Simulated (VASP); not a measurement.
# Na (Im-3m) in VASP: further runs, part 2 of 2

VASP 6.6.1. The steps go on from the part before.

## 3. Single point, PBEsol

This run uses another cell than the first one, of 39.26 Å³/atom, 1.042 times its volume.

INCAR

```
SYSTEM = Na
  PREC = Accurate
  ENCUT = 520
  EDIFF = 1E-7
  ISMEAR = -1
  SIGMA = 0.05
  LREAL = .FALSE.
  LASPH = .TRUE.
  NELM = 80
  ALGO = Fast
  ISIF = 2
  LWAVE = .FALSE.
  LCHARG = .TRUE.
  GGA = PS
  LELF = .TRUE.
  LVHAR = .TRUE.
  NBANDS = 10
```

KPOINTS

```
regular mesh
0
G
  9 9 9
  0 0 0
```

POSCAR

```
Na
1.0
   -2.1410000000      2.1410000000      2.1410000000
    2.1410000000     -2.1410000000      2.1410000000
    2.1410000000      2.1410000000     -2.1410000000
Na
1
Direct
    0.0000000000      0.0000000000      0.0000000000
```

Potentials or basis: VASP PAW PBE potentials, release 64 (Na_pv).

Launch:

```
$ cat potpaw_PBE.64/Na_pv/POTCAR > POTCAR
$ mpirun -np 1 vasp_std > vasp.out
```

OUTCAR:

```text
SYSTEM = Na
   PREC = Accurate
   ENCUT = 520
   EDIFF = 1E-7
   ISMEAR = -1
   LREAL = .FALSE.
   LASPH = .TRUE.
   NELM = 80
   ISIF = 2
   GGA = PS

 ion  position               nearest neighbor table
   1  0.000  0.000  0.000-

  LATTYP: Found a body centered cubic cell.
 ALAT       =     4.2820000000

  Lattice vectors:

 A1 = (  -2.1410000000,   2.1410000000,   2.1410000000)
 A2 = (   2.1410000000,  -2.1410000000,   2.1410000000)
 A3 = (   2.1410000000,   2.1410000000,  -2.1410000000)

Analysis of symmetry for initial positions (statically):
=====================================================================
 Subroutine PRICEL returns:
 Original cell was already a primitive cell.

 Routine SETGRP: Setting up the symmetry group for a
 body centered cubic supercell.

 Subroutine GETGRP returns: Found 48 space group operations
[... 9 lines left out ...]

 Routine SETGRP: Setting up the symmetry group for a
 body centered cubic supercell.

 Subroutine GETGRP returns: Found 48 space group operations
[... 11 lines left out ...]
                                     Primitive cell

  volume of cell :      39.2564

  direct lattice vectors                    reciprocal lattice vectors
    -2.141000000  2.141000000  2.141000000     0.000000000  0.233535731  0.233535731
     2.141000000 -2.141000000  2.141000000     0.233535731  0.000000000  0.233535731
     2.141000000  2.141000000 -2.141000000     0.233535731  0.233535731  0.000000000

  length of vectors
     3.708320779  3.708320779  3.708320779     0.330269398  0.330269398  0.330269398

  position of ions in fractional coordinates (direct lattice)
     0.000000000  0.000000000  0.000000000

  ion indices of the primitive-cell ions
   primitive index   ion index
                 1           1

----------------------------------------------------------------------------------------

 KPOINTS: regular mesh

Automatic generation of k-mesh.
 Grid dimensions read from file:
 generate k-points for:    9    9    9

 Generating k-lattice:

  Cartesian coordinates                     Fractional coordinates (reciprocal lattice)
     0.000000000  0.025948415  0.025948415     0.111111111  0.000000000  0.000000000
     0.025948415  0.000000000  0.025948415     0.000000000  0.111111111  0.000000000
     0.025948415  0.025948415  0.000000000     0.000000000  0.000000000  0.111111111

  Length of vectors
     0.036696600  0.036696600  0.036696600

  Shift w.r.t. Gamma in fractional coordinates (k-lattice)
     0.000000000  0.000000000  0.000000000

 Subroutine IBZKPT returns following result:
 ===========================================

 Found     35 irreducible k-points:

 Following reciprocal coordinates:
            Coordinates               Weight
  0.000000  0.000000  0.000000      1.000000
  0.111111  0.000000  0.000000     12.000000
  0.222222  0.000000  0.000000     12.000000
  0.333333  0.000000  0.000000     12.000000
  0.444444  0.000000  0.000000     12.000000
  0.111111  0.111111  0.000000     24.000000
[... 16 lines left out ...]
 -0.333333  0.444444  0.111111     48.000000
 -0.444444 -0.444444  0.111111     24.000000
 [... further k-points ...]
   k-points           NKPTS =     35   k-points in BZ     NKDIM =     35   number of bands    NBANDS=     10
   number of dos      NEDOS =    301   number of ions     NIONS =      1
   total plane-waves  NPLWV =  21952
   dimension x,y,z NGX =    28 NGY =   28 NGZ =   28
   dimension x,y,z NGXF=    56 NGYF=   56 NGZF=   56
   ions per type =               1
   NGX,Y,Z   is equivalent  to a cutoff of  12.55, 12.55, 12.55 a.u.
   NGXF,Y,Z  is equivalent  to a cutoff of  25.11, 25.11, 25.11 a.u.
 SYSTEM =  Na
   PREC   = accura    normal or accurate (medium, high low for compatibility)
   ISTART =      0    job   : 0-new  1-cont  2-samecut
   ICHARG =      2    charge: 1-file 2-atom 10-const
   ISPIN  =      1    spin polarized calculation?
   LNONCOLLINEAR =      F non collinear calculations
   LSORBIT =      F    spin-orbit coupling
   LASPH  =      T    aspherical Exc in radial PAW
   ENCUT  =  520.0 eV  38.22 Ry    6.18 a.u.   6.90  6.90  6.90*2*pi/ulx,y,z
   NELM   =     80;   NELMIN=  2; NELMDL= -5     # of ELM steps
   EDIFF  = 0.1E-06   stopping-criterion for ELM
   LREAL  =      F    real-space projection
   EDIFFG = 0.1E-05   stopping-criterion for IOM
   NSW    =      0    number of steps for IOM
   IBRION =     -1    ionic relax: 0-MD 1-quasi-New 2-CG
   NFREE  =      0    steps in history (QN), initial steepest desc. (CG)
   ISIF   =      2    stress and relaxation
   ISYM   =      2    0-nonsym 1-usesym 2-fastsym
   POTIM  = 0.5000    time-step for ionic-motion
   TEBEG  =    0.0;   TEEND  =   0.0 temperature during run
   PSTRESS=    0.0 pullay stress
   NELECT =       7.0000    total number of electrons
   NUPDOWN=      -1.0000    fix difference up-down
   EMIN   =  10.00;   EMAX   =-10.00  energy-range for DOS
   EFERMI =   0.00;   METHOD = LEGACY
   ISMEAR =    -1;   SIGMA  =   0.05  broadening in eV -4-tet -1-fermi 0-gaus
   EFERMI_NEDOS =   21; number of points for ismear=-14 and -15
   IALGO  =     68    algorithm
   IMIX   =      4    mixing-type and parameters
     AMIX     =   0.40;   BMIX     =  1.00
     AMIX_MAG =   1.60;   BMIX_MAG =  1.00
  volume/ion in A,a.u.               =      39.26       264.91
  Fermi-wavevector in a.u.,A,eV,Ry     =   0.921448  1.741284 11.552251  0.849066
  Thomas-Fermi vector in A             =   2.046866
   LORBIT       =      0    0 simple, 1 ext, 2 COOP (PROOUT), +10 PAW based schemes
   GGA     = PS    functional components
   LHFCALC =     F    Hartree Fock is set to
   AEXX    =    0.0000 exact exchange contribution
   IVDW    =     0    specifies the selected vdW correction
   LEPSILON=     F    determine dielectric tensor
   LRPA    =     F    only Hartree local field effects (RPA)
 non-spin polarized calculation
 RMM-DIIS sequential band-by-band and
  energy-cutoff  :      520.00
  volume of cell :       39.26
 maximum number of plane-waves:      1075
   NGX = 13   NGY = 13   NGZ = 13

 number of electron       7.0000011 magnetization

 Free energy of the ion-electron system (eV)
  ---------------------------------------------------
  ext. energy  EPLUGINS =         0.00000000
  ---------------------------------------------------
  free energy    TOTEN  =        -1.40070223 eV

  energy without entropy =       -1.39740754  energy(sigma->0) =       -1.39905489

 E-fermi :   0.1353     XC(G=0):  -6.3521

 val. band max:        0.0396485325   @ k =  -0.3333   0.4444   0.1111
 cond. band min:       0.2310053367   @ k =   0.4444   0.0000   0.0000
 fundamental gap:      0.1913568042
 Fermi energy:         0.1352932399

 k-point     1 :       0.0000    0.0000    0.0000
  band No.  band energies     occupation
      1     -24.6853      2.00000
      2     -24.6853      2.00000
      3     -24.6853      2.00000
      4      -3.0097      2.00000
      5      11.5140      0.00000
      6      11.5140      0.00000
      7      11.5140      0.00000
      8      12.4851      0.00000
      9      12.4854      0.00000
     10      13.0065      0.00000

 k-point     2 :       0.1111    0.0000    0.0000
  band No.  band energies     occupation
      1     -24.6887      2.00000
      2     -24.6864      2.00000
      3     -24.6852      2.00000
      4      -2.8009      2.00000
      5       9.3368      0.00000
      6      10.4936      0.00000
      7      10.7990      0.00000
      8      11.2907      0.00000
      9      11.8095      0.00000
     10      13.2859      0.00000

 k-point     3 :       0.2222    0.0000    0.0000
  band No.  band energies     occupation
      1     -24.6974      2.00000
      2     -24.6894      2.00000
      3     -24.6852      2.00000
      4      -2.1794      2.00000
      5       6.6006      0.00000
      6       9.3492      0.00000
      7       9.9024      0.00000
      8      10.2080      0.00000
      9      11.1687      0.00000
     10      13.7889      0.00000
[... 248 lines left out ...]
 k-point    23 :      -0.3333    0.4444    0.1111
  band No.  band energies     occupation
      1     -24.7093      2.00000
      2     -24.6980      2.00000
      3     -24.6900      2.00000
      4       0.0396      1.74269
      5       3.5531      0.00000
      6       5.4073      0.00000
      7       8.8223      0.00000
      8      10.4383      0.00000
      9      10.8549      0.00000
     10      13.6163      0.00000

 k-point    24 :      -0.4444   -0.4444    0.1111
  band No.  band energies     occupation
      1     -24.7117      2.00000
      2     -24.6996      2.00000
      3     -24.6899      2.00000
      4       1.3969      0.00000
      5       1.8620      0.00000
      6       5.1989      0.00000
      7       8.6784      0.00000
      8      10.3486      0.00000
      9      11.7029      0.00000
     10      12.6062      0.00000

 [... further k-points ...]
[... 5 lines left out ...]
  --------------------------------------------------------------------------------------
  -------------------------------------------------------------------------------------
  Total       -0.1284486     -0.1284486     -0.1284486      0.0000000      0.0000000     -0.0000000
  in kB       -5.2423978     -5.2423978     -5.2423978      0.0000000      0.0000000     -0.0000000
  external PRESSURE =      -5.2423978 kB  Pullay stress =       0.0000000 kB

 VOLUME and BASIS-vectors are now :
 -----------------------------------------------------------------------------
  energy-cutoff  :      520.00
  volume of cell :       39.26
      direct lattice vectors                 reciprocal lattice vectors
    -2.141000000  2.141000000  2.141000000     0.000000000  0.233535731  0.233535731
     2.141000000 -2.141000000  2.141000000     0.233535731  0.000000000  0.233535731
     2.141000000  2.141000000 -2.141000000     0.233535731  0.233535731  0.000000000

 POSITION                                       TOTAL-FORCE (eV/Angst)
 -----------------------------------------------------------------------------------
      0.00000      0.00000      0.00000         0.000000      0.000000     -0.000000
 -----------------------------------------------------------------------------------
    total drift:                                0.000000     -0.000000     -0.000000

  FREE ENERGIE OF THE ION-ELECTRON SYSTEM (eV)
  ---------------------------------------------------
  free  energy   TOTEN  =        -1.4007022321 eV

  energy  without entropy=       -1.3974075392  energy(sigma->0) =       -1.39905489
```

stdout:

```text
POSCAR found type information on POSCAR Na
 POSCAR found :  1 types and       1 ions
 scaLAPACK will be used
 -----------------------------------------------------------------------------
|                                                                             |
|                                                                             |
|     You enforced a specific xc type in the INCAR file but a different       |
|     I HOPE YOU KNOW WHAT YOU ARE DOING!                                     |
|                                                                             |
 -----------------------------------------------------------------------------

 LDA part: xc-table for (Slater+PW92), standard interpolation
 POSCAR, INCAR and KPOINTS ok, starting setup
 FFT: planning ... GRIDC
 FFT: planning ... GRID_SOFT
 FFT: planning ... GRID
 WAVECAR not read
 entering main loop
WARNING in EDDRMM: call to ZHEGV failed, returncode =   6  3      9
WARNING in EDDRMM: call to ZHEGV failed, returncode =   8  4     10
```

Wall time 6.3 s (1 thread of Intel Xeon 6975P-C (Granite Rapids), shared host); peak memory 0.14 GiB.

Results:

| Quantity | Value |
| --- | --- |
| Free energy | -1.4007 eV |
| Pressure | -0.5 GPa |

Caveat: the PAW data sets were made with another functional, which shifts forces and pressure a little.

## 4. Single point, PBEsol

This run uses another cell than the first one, of 38.47 Å³/atom, 1.021 times its volume.

INCAR

```
PREC = Accurate
ENCUT = 520
EDIFF = 1E-6
ISMEAR = -1
SIGMA = 0.05
LREAL = F
LASPH = T
NELM = 80
ALGO = Normal
ISIF = 2
LWAVE = F
LCHARG = F
GGA = PS
NBANDS = 10
```

KPOINTS

```
regular mesh
0
Gamma
  9 9 9
```

POSCAR

```
Na
1.0
   -2.1266304395      2.1266304395      2.1266304395
    2.1266304395     -2.1266304395      2.1266304395
    2.1266304395      2.1266304395     -2.1266304395
Na
1
Direct
    0.0000000000      0.0000000000      0.0000000000
```

Launch:

```
$ cat potpaw_PBE.64/Na_pv/POTCAR > POTCAR
$ mpirun -np 1 vasp_std > vasp.out
```

Run time: 3.7 s. Hardware: 1 thread of Intel Xeon 6975P-C (Granite Rapids), shared host; peak memory 0.15 GiB.

It converged, with:

```
Free energy : -1.4031 eV
Pressure    : -0.4 GPa
```

Levels at points of the mesh, in eV from the Fermi level:
```
           k point  band 1  band 2  band 3  band 4  band 5  band 6
(0.00, 0.00, 0.00)  -24.80  -24.80  -24.80   -3.19   11.51   11.51
```

Caveat: the PAW data sets were made with another functional, which shifts forces and pressure a little.

## 5. Single point, PBEsol

This run uses another cell than the first one, of 39.26 Å³/atom, 1.042 times its volume.

INCAR

```
  ALGO = Normal
  EDIFF = 1E-6
  ENCUT = 520
  GGA = PS
  ISIF = 2
  ISMEAR = -1
  LASPH = True
  LCHARG = True
  LELF = True
  LREAL = False
  LVHAR = True
  LWAVE = False
  NBANDS = 10
  NELM = 80
  PREC = Accurate
  SIGMA = 0.05
```

KPOINTS

```
k-points
0
Gamma
  9 9 9
```

POSCAR

```
Na
1.0
   -2.1410000000      2.1410000000      2.1410000000
    2.1410000000     -2.1410000000      2.1410000000
    2.1410000000      2.1410000000     -2.1410000000
Na
1
Direct
    0.0000000000      0.0000000000      0.0000000000
```

Launch:

```
$ cat potpaw_PBE.64/Na_pv/POTCAR > POTCAR
$ mpirun -np 1 vasp_std > vasp.out
```

Wall time 4.2 s (1 thread of Intel Xeon 6975P-C (Granite Rapids), shared host); peak memory 0.15 GiB.

The run converged. Its results:

| Item | Value |
| --- | --- |
| Free energy | -1.4007 eV |
| Pressure | -0.6 GPa |

Levels at points of the mesh, in eV from the Fermi level:
```tsv
k point	band 1	band 2	band 3	band 4	band 5	band 6	band 7	band 8
(0.00, 0.00, 0.00)	-24.82	-24.82	-24.82	-3.15	11.38	11.38	11.38	12.35
```

Caveat: the PAW data sets were made with another functional, which shifts forces and pressure a little.

## 6. Single point, PBEsol

This run uses another cell than the first one, of 40.04 Å³/atom, 1.062 times its volume.

INCAR

```
SYSTEM = Na
PREC = Accurate ; ENCUT = 520
EDIFF = 1E-6 ; ISMEAR = -1
SIGMA = 0.05 ; LREAL = .False.
LASPH = .True. ; NELM = 100
ALGO = Normal ; ISIF = 2
LWAVE = .False. ; LCHARG = .True.
GGA = PS ; LELF = .True.
LVHAR = .True. ; NBANDS = 10
```

KPOINTS

```
regular mesh
0
Gamma
  9 9 9
  0 0 0
```

POSCAR

```
Na
1.0
   -2.1551792212      2.1551792212      2.1551792212
    2.1551792212     -2.1551792212      2.1551792212
    2.1551792212      2.1551792212     -2.1551792212
Na
1
Direct
    0.0000000000      0.0000000000      0.0000000000
```

Potentials or basis: VASP PAW PBE potentials, release 64 (Na_pv).

Launch:

```
$ cat potpaw_PBE.64/Na_pv/POTCAR > POTCAR
$ mpirun -np 1 vasp_std > vasp.out
```

Wall time 3.9 s (1 thread of Intel Xeon 6975P-C (Granite Rapids), shared host); peak memory 0.15 GiB.

The run converged. Its results:

```
Free energy : -1.3977 eV
Pressure    : -0.7 GPa
```

Levels at points of the mesh, in eV from the Fermi level:
| k point | band 1 | band 2 | band 3 | band 4 | band 5 | band 6 |
| --- | --- | --- | --- | --- | --- | --- |
| (0.00, 0.00, 0.00) | -24.84 | -24.84 | -24.84 | -3.11 | 11.25 | 11.25 |

Caveat: the PAW data sets were made with another functional, which shifts forces and pressure a little.

## 7. Overview

| cell | gap on the mesh (eV) | pressure (GPa) |
| --- | --- | --- |
| a = 3.658 Å, angles 109.5°, 1 atom | none | -0.3 |
| a = 3.708 Å, angles 109.5°, 1 atom | none | -0.6 |
| a = 3.683 Å, angles 109.5°, 1 atom | none | -0.4 |
| a = 3.733 Å, angles 109.5°, 1 atom | none | -0.7 |

Alike in all rows: task single point; level PBEsol; potentials or basis VASP PAW PBE potentials, release 64 (Na_pv); no spin polarisation; k mesh 9 × 9 × 9; cutoff (eV) 520; smearing fermi-dirac 0.05 eV.

Caveats: the PAW data sets were made with another functional, which shifts forces and pressure a little.

Total energies depend on the potentials used, so only differences within one code and one set of settings carry meaning.
